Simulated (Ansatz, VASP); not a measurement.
# Zn in VASP and in Ansatz

```
Zn
1.0
    -1.55727    1.55727    1.56904
     1.55727   -1.55727    1.56904
     1.58080    1.58080   -1.56904
Zn
1
Cartesian
  0.0000 0.0000 0.0000
```

Change from the starting cell: strain +0.0150 x Voigt [0, 0, 0, 0, 0, 1], atoms carried along.

Alike in both runs: task single point; functional PBEsol; k mesh 22 × 22 × 22; occupations gaussian, width 0.15 eV; no spin polarisation.

```csv
,VASP,Ansatz
version,VASP 6.6.1,Ansatz 0.2.0
potentials or method,"VASP PAW PBE potentials, release 64 (Zn), cutoff 520 eV","scalar-relativistic, plane waves, PAW"
valence electrons in the cell,12,12
```

|  | VASP | Ansatz | Ansatz less VASP |
| --- | --- | --- | --- |
| gap on the k mesh at the Fermi level (eV) | none | none | - |
| pressure (GPa) | -4.7 | -5.1 | -0.33 |
| traceless stress, the component that is largest in VASP (GPa) | 0.07 | 0.08 | +0.013 |

VASP's potentials were made for PBE, not for PBEsol. A gap of «none» marks a metal or a gap that the smearing closes.
